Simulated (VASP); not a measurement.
# CaF2 (Fluorite) (Fm-3m) in VASP: further runs

The runs below take CaF2 (Fluorite) through single point, with revPBE, LDA, PBE, BLYP.

Everything below comes from runs of VASP 6.6.1. Logs are shortened: lines on timing, memory, paths and dates and some standing lists are left out, and cuts for length are marked.

### 1 The cell of the first run

The structure is cubic, space group Fm-3m (No. 225). The conventional cell has a = 5.462 Å, b = 5.462 Å, c = 5.462 Å, α = 90.00°, β = 90.00°, γ = 90.00°. Ca (site symmetry m-3m) has 8 F at 2.37 Å within 3.1 Å. F (site symmetry -43m) has 4 Ca at 2.37 Å and 6 F at 2.73 Å within 3.1 Å.

### 2 Single point, revPBE

INCAR reads:

```
SYSTEM = CaF2
PREC     = Accurate       ! precision mode
ENCUT    = 600            ! plane-wave cutoff, eV
EDIFF    = 1E-6           ! SCF threshold, eV
ISMEAR   = 0              ! smearing method
SIGMA    = 0.01           ! smearing width, eV
LREAL    = .False.        ! projectors in reciprocal space
LASPH    = .True.         ! aspherical terms in the spheres
NELM     = 120            ! most SCF steps
ALGO     = Normal         ! electronic algorithm
ISIF     = 2              ! what is computed and relaxed
LWAVE    = .False.        ! write WAVECAR
LCHARG   = .False.        ! write CHGCAR
GGA      = RE             ! functional
NBANDS   = 19             ! bands
GGA_COMPAT= .False.
```

KPOINTS reads:

```
regular mesh
0
Gamma
  6 6 6
  0 0 0
```

POSCAR reads:

```
CaF2
1.0
    3.8622170000      0.0000000000      0.0000000000
    1.9311085000      3.3447780369      0.0000000000
    1.9311085000      1.1149260123      3.1534869753
Ca F
1 2
Direct
    0.0000000000      0.0000000000      0.0000000000
    0.2500000000      0.2500000000      0.2500000000
    0.7500000000      0.7500000000      0.7500000000
```

Potentials or basis: VASP PAW PBE potentials, release 64 (Ca_sv, F).

On the command line:

```bash
$ cat potpaw_PBE.64/Ca_sv/POTCAR potpaw_PBE.64/F/POTCAR > POTCAR
$ mpirun -np 1 vasp_std > vasp.out
```

OUTCAR:

```text
SYSTEM = CaF2
   PREC = Accurate
   ENCUT = 600
   EDIFF = 1E-6
   ISMEAR = 0
   LREAL = .False.
   LASPH = .True.
   NELM = 120
   ISIF = 2
   GGA = RE

 ion  position               nearest neighbor table
   1  0.000  0.000  0.000-   3 2.37   2 2.37   2 2.37   3 2.37   3 2.37   2 2.37   3 2.37   2 2.37

   2  0.250  0.250  0.250-   1 2.37   1 2.37   1 2.37   1 2.37
   3  0.750  0.750  0.750-   1 2.37   1 2.37   1 2.37   1 2.37

  LATTYP: Found a face centered cubic cell.
 ALAT       =     5.4619996622

  Lattice vectors:

 A1 = (   3.8622170000,   0.0000000000,   0.0000000000)
 A2 = (   1.9311085000,   3.3447780369,   0.0000000000)
 A3 = (   1.9311085000,   1.1149260123,   3.1534869753)

Analysis of symmetry for initial positions (statically):
=====================================================================
 Subroutine PRICEL returns:
 Original cell was already a primitive cell.

 Routine SETGRP: Setting up the symmetry group for a
 face centered cubic supercell.

 Subroutine GETGRP returns: Found 48 space group operations
 (whereof 48 operations were pure point group operations)
 out of a pool of 48 trial point group operations.

The static configuration has the point symmetry O_h .

Analysis of symmetry for dynamics (positions and initial velocities):
=====================================================================
 Subroutine PRICEL returns:
 Original cell was already a primitive cell.

 Routine SETGRP: Setting up the symmetry group for a
 face centered cubic supercell.

 Subroutine GETGRP returns: Found 48 space group operations
 (whereof 48 operations were pure point group operations)
 out of a pool of 48 trial point group operations.

The dynamic configuration has the point symmetry O_h .

 Subroutine INISYM returns: Found 48 space group operations
 (whereof 48 operations are pure point group operations),
 and found     1 'primitive' translations

----------------------------------------------------------------------------------------

                                     Primitive cell

  volume of cell :      40.7376

  direct lattice vectors                    reciprocal lattice vectors
     3.862217000  0.000000000  0.000000000     0.258918647 -0.149486751 -0.105703095
     1.931108500  3.344778037  0.000000000     0.000000000  0.298973501 -0.105703095
     1.931108500  1.114926012  3.153486975     0.000000000  0.000000000  0.317109285

  length of vectors
     3.862217000  3.862217000  3.862217000     0.317109285  0.317109285  0.317109285

  position of ions in fractional coordinates (direct lattice)
     0.000000000  0.000000000  0.000000000
     0.250000000  0.250000000  0.250000000
     0.750000000  0.750000000  0.750000000

  ion indices of the primitive-cell ions
   primitive index   ion index
                 1           1
                 2           2
                 3           3

----------------------------------------------------------------------------------------

 KPOINTS: regular mesh

Automatic generation of k-mesh.
 Grid dimensions read from file:
 generate k-points for:    6    6    6

 Generating k-lattice:

  Cartesian coordinates                     Fractional coordinates (reciprocal lattice)
     0.043153108 -0.024914458 -0.017617183     0.166666667  0.000000000  0.000000000
     0.000000000  0.049828917 -0.017617183     0.000000000  0.166666667  0.000000000
     0.000000000  0.000000000  0.052851548     0.000000000  0.000000000  0.166666667

  Length of vectors
     0.052851548  0.052851548  0.052851548

  Shift w.r.t. Gamma in fractional coordinates (k-lattice)
     0.000000000  0.000000000  0.000000000

 Subroutine IBZKPT returns following result:
 ===========================================

 Found     16 irreducible k-points:

 Following reciprocal coordinates:
            Coordinates               Weight
  0.000000  0.000000  0.000000      1.000000
  0.166667  0.000000 -0.000000      8.000000
  0.333333 -0.000000 -0.000000      8.000000
  0.500000 -0.000000 -0.000000      4.000000
  0.166667  0.166667  0.000000      6.000000
  0.333333  0.166667 -0.000000     24.000000
[... 8 lines left out ...]
 -0.333333  0.333333  0.166667     24.000000
 -0.333333  0.500000  0.166667     12.000000
   k-points           NKPTS =     16   k-points in BZ     NKDIM =     16   number of bands    NBANDS=     19
   number of dos      NEDOS =    301   number of ions     NIONS =      3
   total plane-waves  NPLWV =  32768
   dimension x,y,z NGX =    32 NGY =   32 NGZ =   32
   dimension x,y,z NGXF=    64 NGYF=   64 NGZF=   64
   ions per type =               1   2
   NGX,Y,Z   is equivalent  to a cutoff of  13.77, 13.77, 13.77 a.u.
   NGXF,Y,Z  is equivalent  to a cutoff of  27.55, 27.55, 27.55 a.u.
 SYSTEM =  CaF2
   PREC   = accura    normal or accurate (medium, high low for compatibility)
   ISTART =      0    job   : 0-new  1-cont  2-samecut
   ICHARG =      2    charge: 1-file 2-atom 10-const
   ISPIN  =      1    spin polarized calculation?
   LNONCOLLINEAR =      F non collinear calculations
   LSORBIT =      F    spin-orbit coupling
   LASPH  =      T    aspherical Exc in radial PAW
   ENCUT  =  600.0 eV  44.10 Ry    6.64 a.u.   7.71  7.71  7.71*2*pi/ulx,y,z
   NELM   =    120;   NELMIN=  2; NELMDL= -5     # of ELM steps
   EDIFF  = 0.1E-05   stopping-criterion for ELM
   LREAL  =      F    real-space projection
   EDIFFG = 0.1E-04   stopping-criterion for IOM
   NSW    =      0    number of steps for IOM
   IBRION =     -1    ionic relax: 0-MD 1-quasi-New 2-CG
   NFREE  =      0    steps in history (QN), initial steepest desc. (CG)
   ISIF   =      2    stress and relaxation
   ISYM   =      2    0-nonsym 1-usesym 2-fastsym
   POTIM  = 0.5000    time-step for ionic-motion
   TEBEG  =    0.0;   TEEND  =   0.0 temperature during run
   PSTRESS=    0.0 pullay stress
   NELECT =      24.0000    total number of electrons
   NUPDOWN=      -1.0000    fix difference up-down
   EMIN   =  10.00;   EMAX   =-10.00  energy-range for DOS
   EFERMI =   0.00;   METHOD = LEGACY
   ISMEAR =     0;   SIGMA  =   0.01  broadening in eV -4-tet -1-fermi 0-gaus
   EFERMI_NEDOS =   21; number of points for ismear=-14 and -15
   IALGO  =     38    algorithm
   IMIX   =      4    mixing-type and parameters
     AMIX     =   0.40;   BMIX     =  1.00
     AMIX_MAG =   1.60;   BMIX_MAG =  1.00
  volume/ion in A,a.u.               =      13.58        91.64
  Fermi-wavevector in a.u.,A,eV,Ry     =   1.372399  2.593457 25.626270  1.883478
  Thomas-Fermi vector in A             =   2.498009
   LORBIT       =      0    0 simple, 1 ext, 2 COOP (PROOUT), +10 PAW based schemes
   GGA     = RE    functional components
   LHFCALC =     F    Hartree Fock is set to
   AEXX    =    0.0000 exact exchange contribution
   IVDW    =     0    specifies the selected vdW correction
   LEPSILON=     F    determine dielectric tensor
   LRPA    =     F    only Hartree local field effects (RPA)
 non-spin polarized calculation
 Gauss-broadening in eV      SIGMA  =   0.01
  energy-cutoff  :      600.00
  volume of cell :       40.74
 maximum number of plane-waves:      1380
   NGX = 15   NGY = 15   NGZ = 15

 number of electron      23.9999989 magnetization

 Free energy of the ion-electron system (eV)
  ---------------------------------------------------
  ext. energy  EPLUGINS =         0.00000000
  ---------------------------------------------------
  free energy    TOTEN  =       -16.51637588 eV

  energy without entropy =      -16.51637588  energy(sigma->0) =      -16.51637588

 E-fermi :  -0.6394     XC(G=0):  -9.2968

 val. band max:       -0.8166430395   @ k =   0.5000   0.5000  -0.0000
 cond. band min:       6.7457194406   @ k =   0.0000   0.0000   0.0000
 fundamental gap:      7.5623624801
 Fermi energy:        -0.6393597339

 k-point     1 :       0.0000    0.0000    0.0000
  band No.  band energies     occupation
      1     -36.9737      2.00000
      2     -20.8315      2.00000
      3     -20.0728      2.00000
      4     -17.8661      2.00000
      5     -17.8661      2.00000
      6     -17.8661      2.00000
[... 11 lines left out ...]
     18      10.4132      0.00000
     19      16.4134      0.00000

 k-point     2 :       0.1667    0.0000   -0.0000
  band No.  band energies     occupation
      1     -36.9656      2.00000
      2     -20.8932      2.00000
      3     -20.1436      2.00000
      4     -17.8763      2.00000
      5     -17.8763      2.00000
      6     -17.7501      2.00000
[... 11 lines left out ...]
     18      10.3453      0.00000
     19      15.2813      0.00000

 k-point     3 :       0.3333   -0.0000   -0.0000
  band No.  band energies     occupation
      1     -36.9494      2.00000
      2     -20.9564      2.00000
      3     -20.3498      2.00000
      4     -17.8966      2.00000
      5     -17.8966      2.00000
      6     -17.5063      2.00000
[... 11 lines left out ...]
     18      10.2104      0.00000
     19      13.6752      0.00000

 k-point     4 :       0.5000   -0.0000   -0.0000
  band No.  band energies     occupation
      1     -36.9412      2.00000
      2     -20.9501      2.00000
      3     -20.4905      2.00000
      4     -17.9066      2.00000
      5     -17.9066      2.00000
      6     -17.3814      2.00000
[... 11 lines left out ...]
     18      10.2429      0.00000
     19      13.0819      0.00000

 k-point     5 :       0.1667    0.1667    0.0000
  band No.  band energies     occupation
      1     -36.9629      2.00000
      2     -20.9233      2.00000
      3     -20.1496      2.00000
      4     -17.8914      2.00000
      5     -17.8914      2.00000
      6     -17.6956      2.00000
[... 11 lines left out ...]
     18      10.3044      0.00000
     19      15.9134      0.00000

 k-point     6 :       0.3333    0.1667   -0.0000
  band No.  band energies     occupation
      1     -36.9494      2.00000
      2     -20.9862      2.00000
      3     -20.3085      2.00000
      4     -17.9141      2.00000
      5     -17.8641      2.00000
      6     -17.5327      2.00000
[... 11 lines left out ...]
     18      10.3833      0.00000
     19      14.6592      0.00000

 k-point     7 :       0.5000    0.1667   -0.0000
  band No.  band energies     occupation
      1     -36.9385      2.00000
      2     -20.9348      2.00000
      3     -20.5578      2.00000
      4     -17.9218      2.00000
      5     -17.7965      2.00000
      6     -17.4331      2.00000
[... 11 lines left out ...]
     18      11.2750      0.00000
     19      13.4825      0.00000

 k-point     8 :      -0.3333    0.1667    0.0000
  band No.  band energies     occupation
      1     -36.9413      2.00000
      2     -20.9247      2.00000
      3     -20.5303      2.00000
      4     -17.9068      2.00000
      5     -17.7795      2.00000
      6     -17.4934      2.00000
[... 80 lines left out ...]
 k-point    12 :      -0.3333    0.3333    0.0000
  band No.  band energies     occupation
      1     -36.9332      2.00000
      2     -20.8449      2.00000
      3     -20.7432      2.00000
      4     -17.9345      2.00000
      5     -17.6559      2.00000
      6     -17.4824      2.00000
[... 11 lines left out ...]
     18      12.7404      0.00000
     19      14.5469      0.00000

 k-point    13 :       0.5000    0.5000   -0.0000
  band No.  band energies     occupation
      1     -36.9305      2.00000
      2     -21.1551      2.00000
      3     -20.3701      2.00000
      4     -17.9668      2.00000
      5     -17.9668      2.00000
      6     -17.2109      2.00000
[... 11 lines left out ...]
     18      12.6999      0.00000
     19      14.2111      0.00000

 k-point    14 :       0.5000    0.3333    0.1667
  band No.  band energies     occupation
      1     -36.9386      2.00000
      2     -20.9784      2.00000
      3     -20.5039      2.00000
      4     -17.9338      2.00000
      5     -17.7645      2.00000
      6     -17.4631      2.00000
[... 11 lines left out ...]
     18      11.3175      0.00000
     19      14.7043      0.00000

 k-point    15 :      -0.3333    0.3333    0.1667
  band No.  band energies     occupation
      1     -36.9332      2.00000
      2     -20.8486      2.00000
      3     -20.7390      2.00000
      4     -17.9477      2.00000
      5     -17.6229      2.00000
      6     -17.5026      2.00000
[... 11 lines left out ...]
     18      12.6693      0.00000
     19      13.9547      0.00000

 k-point    16 :      -0.3333    0.5000    0.1667
  band No.  band energies     occupation
      1     -36.9305      2.00000
      2     -20.9924      2.00000
      3     -20.6092      2.00000
      4     -17.9685      2.00000
      5     -17.7339      2.00000
      6     -17.3652      2.00000
[... 11 lines left out ...]
     18      13.9384      0.00000
     19      13.9686      0.00000

------------------------ aborting loop because EDIFF is reached ----------------------------------------

  FORCE on cell =-STRESS in cart. coord.  units (eV):
  Direction    XX          YY          ZZ          XY          YZ          ZX
  --------------------------------------------------------------------------------------
  -------------------------------------------------------------------------------------
  Total        1.4346614      1.4346614      1.4346614     -0.0000000     -0.0000000      0.0000000
  in kB       56.4241432     56.4241432     56.4241432     -0.0000000     -0.0000000      0.0000000
  external PRESSURE =      56.4241432 kB  Pullay stress =       0.0000000 kB

 VOLUME and BASIS-vectors are now :
 -----------------------------------------------------------------------------
  energy-cutoff  :      600.00
  volume of cell :       40.74
      direct lattice vectors                 reciprocal lattice vectors
     3.862217000  0.000000000  0.000000000     0.258918647 -0.149486751 -0.105703095
     1.931108500  3.344778037  0.000000000     0.000000000  0.298973501 -0.105703095
     1.931108500  1.114926012  3.153486975     0.000000000  0.000000000  0.317109285

 POSITION                                       TOTAL-FORCE (eV/Angst)
 -----------------------------------------------------------------------------------
      0.00000      0.00000      0.00000        -0.000000      0.000000     -0.000000
      1.93111      1.11493      0.78837         0.000000     -0.000000      0.000000
      5.79333      3.34478      2.36512        -0.000000      0.000000     -0.000000
 -----------------------------------------------------------------------------------
    total drift:                                0.000000      0.000000     -0.000000

  FREE ENERGIE OF THE ION-ELECTRON SYSTEM (eV)
  ---------------------------------------------------
  free  energy   TOTEN  =       -16.5163758794 eV

  energy  without entropy=      -16.5163758794  energy(sigma->0) =      -16.51637588
```

Wall time 7.7 s (1 thread of Intel Xeon Platinum 8488C (Sapphire Rapids), shared host); peak memory 0.17 GiB.

Results:

```
Free energy            : -16.5164 eV
Pressure               : 5.6 GPa
Band gap on the k mesh : 7.56 eV, indirect (least direct gap 7.82 eV)
```

Levels at points of the mesh, in eV from the valence-band top:
```tsv
k point	band 8	band 9	band 10	band 11	band 12	band 13	band 14	band 15	band 16	band 17
(0.00, 0.00, 0.00)	-2.09	-2.09	-0.25	-0.25	-0.25	7.56	9.23	9.23	11.23	11.23
(0.50, 0.00, 0.00)	-1.49	-1.27	-1.21	-0.83	-0.83	9.45	9.45	9.79	10.96	10.96
(0.50, 0.50, 0.00)	-1.63	-1.63	-0.36	-0.36	0.00	8.28	9.55	10.11	10.87	10.87
```

Caveat: the PAW data sets were made with another functional, which shifts forces and pressure a little.

### 3 Single point, LDA

INCAR reads:

```
PREC = Accurate
ENCUT = 600
EDIFF = 1E-6
ISMEAR = 0
SIGMA = 0.01
LREAL = False
LASPH = True
NELM = 120
ALGO = Normal
ISIF = 2
LWAVE = False
LCHARG = True
LELF = True
LVHAR = True
NBANDS = 19
GGA_COMPAT = False
```

KPOINTS reads:

```
Automatic mesh
0
Gamma
  6 6 6
```

POSCAR is that of step 2.

Potentials or basis: VASP PAW LDA potentials, release 64 (Ca_sv, F).

On the command line:

```bash
$ cat potpaw_LDA.64/Ca_sv/POTCAR potpaw_LDA.64/F/POTCAR > POTCAR
$ mpirun -np 1 vasp_std > vasp.out
```

OUTCAR:

```text
PREC = Accurate
   ENCUT = 600
   EDIFF = 1E-6
   ISMEAR = 0
   LREAL = False
   LASPH = True
   NELM = 120
   ISIF = 2

 ion  position               nearest neighbor table
   1  0.000  0.000  0.000-   3 2.37   2 2.37   2 2.37   3 2.37   3 2.37   2 2.37   3 2.37   2 2.37

   2  0.250  0.250  0.250-   1 2.37   1 2.37   1 2.37   1 2.37
   3  0.750  0.750  0.750-   1 2.37   1 2.37   1 2.37   1 2.37

  LATTYP: Found a face centered cubic cell.
 ALAT       =     5.4619996622

  Lattice vectors:

 A1 = (   3.8622170000,   0.0000000000,   0.0000000000)
[... 530 lines left out ...]

  FORCE on cell =-STRESS in cart. coord.  units (eV):
  Direction    XX          YY          ZZ          XY          YZ          ZX
  --------------------------------------------------------------------------------------
  -------------------------------------------------------------------------------------
  Total       -1.5667881     -1.5667881     -1.5667881     -0.0000000      0.0000000      0.0000000
  in kB      -61.6205874    -61.6205874    -61.6205874     -0.0000000      0.0000000      0.0000000
  external PRESSURE =     -61.6205874 kB  Pullay stress =       0.0000000 kB

 VOLUME and BASIS-vectors are now :
 -----------------------------------------------------------------------------
  energy-cutoff  :      600.00
  volume of cell :       40.74
      direct lattice vectors                 reciprocal lattice vectors
     3.862217000  0.000000000  0.000000000     0.258918647 -0.149486751 -0.105703095
     1.931108500  3.344778037  0.000000000     0.000000000  0.298973501 -0.105703095
     1.931108500  1.114926012  3.153486975     0.000000000  0.000000000  0.317109285

 POSITION                                       TOTAL-FORCE (eV/Angst)
 -----------------------------------------------------------------------------------
      0.00000      0.00000      0.00000         0.000000      0.000000     -0.000000
      1.93111      1.11493      0.78837        -0.000000     -0.000000     -0.000000
      5.79333      3.34478      2.36512         0.000000      0.000000      0.000000
 -----------------------------------------------------------------------------------
    total drift:                                0.000000      0.000000     -0.000000

  FREE ENERGIE OF THE ION-ELECTRON SYSTEM (eV)
  ---------------------------------------------------
  free  energy   TOTEN  =       -18.9622184147 eV

  energy  without entropy=      -18.9622184147  energy(sigma->0) =      -18.96221841
```

stdout:

```text
POSCAR found type information on POSCAR CaF
 POSCAR found :  2 types and       3 ions
 scaLAPACK will be used
 LDA part: xc-table for (Slater(with rela. corr.)+CA(PZ))
 , standard interpolation
 POSCAR, INCAR and KPOINTS ok, starting setup
 FFT: planning ... GRIDC
 FFT: planning ... GRID_SOFT
 FFT: planning ... GRID
 WAVECAR not read
 entering main loop
```

It took 7.3 s on 1 thread of Intel Xeon Platinum 8488C (Sapphire Rapids), shared host; peak memory 0.15 GiB.

What came out:

* Free energy: -18.9622 eV
* Pressure: -6.2 GPa
* Band gap on the k mesh: 6.91 eV, indirect (least direct gap 7.17 eV)

A k mesh can miss the band edges.

[end of part 1 of 2]
